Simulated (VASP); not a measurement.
Here is a VASP 6.6.1 calculation.

The input INCAR:

```
SYSTEM = In3PN2
PREC = Accurate ; ENCUT = 600
EDIFF = 1E-7 ; ISMEAR = 0
SIGMA = 0.15 ; LREAL = .FALSE.
LASPH = .TRUE. ; NELM = 120
ALGO = Normal ; ISIF = 3
LWAVE = .FALSE. ; LCHARG = .FALSE.
GGA = PE ; IBRION = 2
NSW = 36 ; EDIFFG = -0.08
GGA_COMPAT = .FALSE. ; NELMIN = 4
```

File KPOINTS:

```
Automatic mesh
0
G
  3 3 2
  0 0 0
```

The input POSCAR:

```
In3PN2
1.0
    4.5594092400      0.0000000000      0.0000000000
   -2.2797046200      3.9485642300      0.0000000000
    0.0000000000      0.0000000000      7.2632883800
In P N
3 1 2
Direct
    0.3333333300      0.6666666700      0.6439999900
    0.6666666700      0.3333333300      0.3560000100
    0.0000000000      0.0000000000      0.5000000000
    0.0000000000      0.0000000000      0.0000000000
    0.3333333300      0.6666666700      0.2521899900
    0.6666666700      0.3333333300      0.7478100100
```

Potentials or basis: VASP PAW PBE potentials, release 64 (In_d, P, N).

The run is started by

```sh
$ cat potpaw_PBE.64/In_d/POTCAR potpaw_PBE.64/P/POTCAR potpaw_PBE.64/N/POTCAR > POTCAR
$ mpirun -np 1 vasp_std > vasp.out
```

**Question.** Estimate the space group after relaxing (to 0.1 Å).

**Answer.** P-3m1 (No. 164).

**Question.** Estimate the relaxed volume.

**Answer.** 15.86 Å³/atom.

Step by step:
| step | energy change (eV) | largest force (eV/Å) | pressure (GPa) | volume (Å³) |
| --- | --- | --- | --- | --- |
| 1 | 0.0000 | 2.1383 | -4.13 | 130.76 |
| 2 | -0.7492 | 2.4207 | -1.98 | 120.41 |
| 3 | -1.8635 | 3.2795 | 16.31 | 92.55 |
| 4 | -2.1115 | 3.1251 | 16.00 | 91.80 |
| 5 | -2.8048 | 2.6332 | 15.04 | 89.54 |
| 6 | -3.6469 | 1.5606 | 17.02 | 85.09 |
| 7 | -3.6769 | 1.3716 | 19.35 | 83.37 |
| 8 | -4.1981 | 1.1563 | 10.47 | 88.04 |
| 9 | -4.5798 | 1.0192 | 0.43 | 95.95 |
| 10 | -4.6038 | 0.9574 | -1.83 | 98.38 |
| 11 | -4.7144 | 0.8846 | -1.68 | 98.27 |
| 12 | -5.0528 | 0.9503 | -1.24 | 97.81 |
| 13 | -5.8301 | 0.5380 | -0.14 | 96.35 |
| 14 | -6.6567 | 1.6220 | 6.91 | 91.48 |
| 15 | -6.7744 | 1.8806 | 5.56 | 92.67 |
| 16 | -6.8668 | 2.4031 | 3.19 | 95.19 |
| 17 | -7.0323 | 2.1538 | 1.25 | 96.34 |
| 18 | -7.3583 | 1.4142 | -3.65 | 99.84 |
| 19 | -7.3746 | 0.3797 | -9.08 | 107.02 |
| 20 | -7.4523 | 0.7465 | -7.23 | 103.80 |
| 21 | -7.6424 | 0.5028 | -4.98 | 100.86 |
| 22 | -7.7457 | 0.6338 | -1.21 | 97.29 |
| 23 | -7.7465 | 0.6822 | -0.76 | 96.94 |
| 24 | -7.7706 | 0.5542 | -0.49 | 96.43 |
| 25 | -7.8073 | 0.1733 | 0.46 | 94.92 |
| 26 | -7.8078 | 0.1847 | 0.63 | 94.70 |
| 27 | -7.8137 | 0.1476 | -0.11 | 95.26 |
| 28 | -7.8146 | 0.1282 | -0.49 | 95.56 |
| 29 | -7.8170 | 0.0598 | -0.01 | 95.16 |

Caveat: the k points lie up to 0.69 Å⁻¹ apart in the final cell, too coarse for converged energies and pressures of a metal; the volume moved by over 15 % at a fixed basis, so the end points are rough; the relaxation stopped at a loose force limit of 0.08 eV/Å, so its end isn't a converged minimum.
